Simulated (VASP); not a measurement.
Runs of VASP 6.6.1 on HfN. The structure is that of space group F-43m (No. 216), or close to it. The cells are those of the table. 

```csv
cell,gap on the mesh (eV),pressure (GPa)
"a = 3.401 Å, angles 60.0°, 2 atoms",none,(b)
"a = 3.506 Å, angles 60.0°, 2 atoms",none,(a)
"a = 3.472 Å, angles 60.0°, 2 atoms",none,-5.9
"a = 3.437 Å, angles 60.0°, 2 atoms",none,0.0
"a = 3.540 Å, angles 60.0°, 2 atoms",none,-15.4
```

Alike in all rows: task single point; level PBEsol; potentials or basis VASP PAW PBE potentials, release 64 (Hf_pv, N); no spin polarisation; k mesh 10 × 10 × 10; cutoff (eV) 520; smearing methfessel-paxton 0.02 eV.

Problem. Fill in the values left out.

Solution. (a) -11.0; (b) 6.9.

Caveats: the PAW data sets were made with another functional, which shifts forces and pressure a little; spin-orbit coupling is left out, which moves the levels of the heavy elements.

A k mesh can miss the band edges, and the runs leave out spin-orbit coupling on Hf.

A gap of «none» marks levels without a gap at the run's occupations.
